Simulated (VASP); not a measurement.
A run of VASP 6.6.1:

Contents of INCAR:

```
PREC = Accurate
ENCUT = 520
EDIFF = 1E-6
ISMEAR = -1
SIGMA = 0.05
LREAL = False
LASPH = True
NELM = 150
ALGO = Normal
ISIF = 2
LWAVE = False
LCHARG = False
MAGMOM = 0 0 0 0 0 0
LORBIT = 11
LSORBIT = True
GGA_COMPAT = False
LORBMOM = True
GGA = PS
NBANDS = 32
```

File KPOINTS:

```
Automatic mesh
0
Gamma
  7 7 7
```

POSCAR

```
SnTe
1.0
    0.0000000000      3.1717171644      3.1717171644
    3.1717171644      0.0000000000      3.1717171644
    3.1717171644      3.1717171644      0.0000000000
Te Sn
1 1
Direct
    0.5000000000      0.5000000000      0.5000000000
    0.0000000000      0.0000000000      0.0000000000
```

Potentials or basis: VASP PAW PBE potentials, release 64 (Te, Sn_d).

Command:

```bash
$ cat potpaw_PBE.64/Te/POTCAR potpaw_PBE.64/Sn_d/POTCAR > POTCAR
$ mpirun -np 1 vasp_ncl > vasp.out
```

Hardware: 1 thread of Intel Xeon 8259CL, with other jobs on the host.

Estimate the wall time of this run.

It took 2.6 min on 1 thread of Intel Xeon 8259CL (shared host), peak memory 0.4 GiB. Counts: scf iterations 13, k points 20.
